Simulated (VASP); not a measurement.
Set up this calculation in VASP 6.6.1, as the native input.

```yaml
Task: relaxation of cell and atoms
Functional: PBE
Potentials_or_basis: VASP PAW PBE potentials, release 64 (H, Os)
Cutoff: 600 eV
k_mesh: 8 × 8 × 4
Occupations: gaussian, width 0.1 eV
Spin: no spin polarisation
Dipole_correction: no
Further_INCAR_settings: ALGO = Normal; EDIFF = 1e-06; IBRION = 2; EDIFFG = -0.04; NSW = 90; ISIF = 3
```

The structure of H2Os lies in POSCAR:

```
H2Os
1.0
    2.4342712900      0.0000000000      0.0000000000
    0.0000000000      2.4342712900      0.0000000000
    0.0000000000      0.0000000000      4.4119873400
H Os
2 1
Direct
    0.5000000000      0.5000000000      0.5000000000
    0.0000000000      0.0000000000      0.5000000000
    0.0000000000      0.0000000000      0.0000000000
```

The cell was generated, and may not be a known phase.

These files were run (other wordings do the same):

INCAR

```
PREC     = Accurate       # precision mode
ENCUT    = 600            # plane-wave cutoff, eV
EDIFF    = 1E-6           # SCF threshold, eV
ISMEAR   = 0              # smearing method
SIGMA    = 0.1            # smearing width, eV
LREAL    = F              # projectors in reciprocal space
LASPH    = T              # aspherical terms in the spheres
NELM     = 60             # most SCF steps
ALGO     = Normal         # electronic algorithm
ISIF     = 3              # what is computed and relaxed
LWAVE    = F              # write WAVECAR
LCHARG   = F              # write CHGCAR
GGA      = PE             # functional
IBRION   = 2              # ionic algorithm
NSW      = 90             # ionic steps
EDIFFG   = -0.04          # ionic threshold
```

KPOINTS

```
regular mesh
0
Gamma
  8 8 4
```

Potentials or basis: VASP PAW PBE potentials, release 64 (H, Os).

Command:

```console
$ cat potpaw_PBE.64/H/POTCAR potpaw_PBE.64/Os/POTCAR > POTCAR
$ mpirun -np 1 vasp_std > vasp.out
```

Results of the run:

```json
{
  "Relaxed volume": "7.77 Å³/atom",
  "Relaxed cell": "a = 2.566 Å, b = 2.566 Å, c = 3.538 Å, α = 90.00°, β = 90.00°, γ = 90.00°",
  "Space group after relaxing (to 0.1 Å)": "P4/mmm (No. 123)",
  "Energy gained by relaxing": "288.0 meV/atom",
  "Ionic steps": "9",
  "Pressure after relaxing": "0.0 GPa",
  "Band gap on the k mesh": "zero (bands 5 and 6 overlap by 2.06 eV)"
}
```

Caveat: a cell axis changed by over 15 % at a fixed basis, so the end point is rough; spin-orbit coupling is left out, which moves the levels of the heavy elements.

Wall time 32 s on 1 thread of Intel(R) Xeon(R) 6975P-C (Granite Rapids), with other jobs on the host, peak memory 0.16 GiB.
